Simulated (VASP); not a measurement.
Runs of VASP 6.6.1 on InAs2. The structure is that of space group P6/mmm (No. 191), or close to it. The cells are those of the table. 

| task | cell | k mesh | cutoff (eV) | gap on the mesh (eV) | pressure (GPa) | relaxed volume (Å³/atom) |
| --- | --- | --- | --- | --- | --- | --- |
| relaxation of cell and atoms | relaxed from a = 5.076, b = 5.076, c = 3.032 Å, angles 90.0, 90.0, 120.0°, 3 atoms | 6 × 6 × 6 | 600 | none | 0.0 | (a) |
| relaxation of cell and atoms | relaxed from a = 4.667, b = 4.667, c = 4.620 Å, angles 90.0, 90.0, 120.0°, 3 atoms | 6 × 6 × 4 | 600 | none | 0.1 | 22.52 |
| single point | a = 5.287, b = 5.287, c = 2.772 Å, angles 90.0, 90.0, 120.0°, 3 atoms | 6 × 6 × 6 | 520 | none | 0.1 | - |
| single point | a = 5.263, b = 5.263, c = 2.800 Å, angles 90.0, 90.0, 120.0°, 3 atoms | 12 × 12 × 16 | 520 | none | 0.0 | - |
| single point | a = 5.076, b = 5.076, c = 3.032 Å, angles 90.0, 90.0, 120.0°, 3 atoms | 6 × 6 × 4 | 520 | none | 0.0 | - |
| single point | a = 4.667, b = 4.667, c = 4.620 Å, angles 90.0, 90.0, 120.0°, 3 atoms | 6 × 6 × 4 | 520 | none | 11.1 | - |

Alike in all rows: level PBE; potentials or basis VASP PAW PBE potentials, release 64 (In_d, As); no spin polarisation; smearing gaussian 0.1 eV.

Problem. Estimate the missing entries.

Solution. (a) 22.42.

Caveats: some runs use coarse meshes; spin-orbit coupling is left out, which moves the levels of the heavy elements; the volume moved by over 15 % at a fixed basis, so the end points are rough (some runs).

A k mesh can miss the band edges, and the runs leave out spin-orbit coupling on As, In.

A gap of «none» marks levels without a gap at the run's occupations.
